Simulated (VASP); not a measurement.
Wanted: the native input for a VASP 6.6.1 run.

```yaml
Task: single point
Functional: LDA
Potentials_or_basis: VASP PAW LDA potentials, release 64 (Mg, S)
Cutoff: 520 eV
k_mesh: 4 × 4 × 4
Occupations: gaussian, width 0.01 eV
Spin: no spin polarisation
Dipole_correction: no
Further_INCAR_settings: ALGO = Normal; EDIFF = 1e-06; NBANDS = 11
```

The structure of MgS lies in POSCAR:

```
MgS
1.0
    0.0000000000      2.6015179362      2.6015179362
    2.6015179362      0.0000000000      2.6015179362
    2.6015179362      2.6015179362      0.0000000000
Mg S
1 1
Direct
    0.0000000000      0.0000000000      0.0000000000
    0.5000000000      0.5000000000      0.5000000000
```

The input as run:

INCAR

```
ALGO     = Normal         # electronic algorithm
EDIFF    = 1E-6           # SCF threshold, eV
ENCUT    = 520            # plane-wave cutoff, eV
GGA      = CA             # functional
ISIF     = 2              # what is computed and relaxed
ISMEAR   = 0              # smearing method
LASPH    = True           # aspherical terms in the spheres
LCHARG   = False          # write CHGCAR
LREAL    = False          # projectors in reciprocal space
LWAVE    = False          # write WAVECAR
NBANDS   = 11             # bands
NELM     = 80             # most SCF steps
PREC     = Accurate       # precision mode
SIGMA    = 0.01           # smearing width, eV
```

KPOINTS

```
k-points
0
Gamma
  4 4 4
```

Potentials or basis: VASP PAW LDA potentials, release 64 (Mg, S).

The run is started by

```console
$ cat potpaw_LDA.64/Mg/POTCAR potpaw_LDA.64/S/POTCAR > POTCAR
$ mpirun -np 1 vasp_std > vasp.out
```

Results of the run:

```
Pressure               : -3.5 GPa
Band gap on the k mesh : 2.53 eV, indirect (least direct gap 3.48 eV)
```

Caveat: the k points lie up to 0.52 Å⁻¹ apart.

Run time: 2.9 s on 1 thread of Intel Xeon 6975P-C, with other jobs on the host, peak memory 0.14 GiB.
